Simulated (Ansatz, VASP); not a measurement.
## One calculation of Cu, two programs

```
Cu
1.0
     0.00000    1.78147    1.78147
     1.78147    0.00000    1.78147
     1.78147    1.78147    0.00000
Cu
1
Direct
  0.00000 0.00000 0.00000
```

Alike in both runs: task relaxation of cell and atoms; functional PBE; dispersion D3(BJ); k mesh 20 × 20 × 20; occupations gaussian, width 0.1 eV; no spin polarisation.

|  | VASP | Ansatz |
| --- | --- | --- |
| version | VASP 6.6.1 | Ansatz 0.2.0 |
| potentials or method | VASP PAW PBE potentials, release 64 (Cu), cutoff 600 eV | scalar-relativistic, plane waves, PAW |
| valence electrons in the cell | 11 | 19 |

VASP gave:

* gap on the k mesh at the Fermi level, each at its own relaxed structure (eV): none
* relaxed volume (Å³/atom): 11.36
* relaxed cell length with the largest relative difference (Å): 2.523

Q: Estimate Ansatz's values.

A: gap on the k mesh at the Fermi level, each at its own relaxed structure (eV): none; relaxed volume (Å³/atom): 11.30; relaxed cell length with the largest relative difference (Å): 2.519.

A gap of «none» marks a metal or a gap that the smearing closes. VASP's potentials hold 11 valence electrons a cell and Ansatz's 19, so a difference there can come from the potentials and not from the codes.
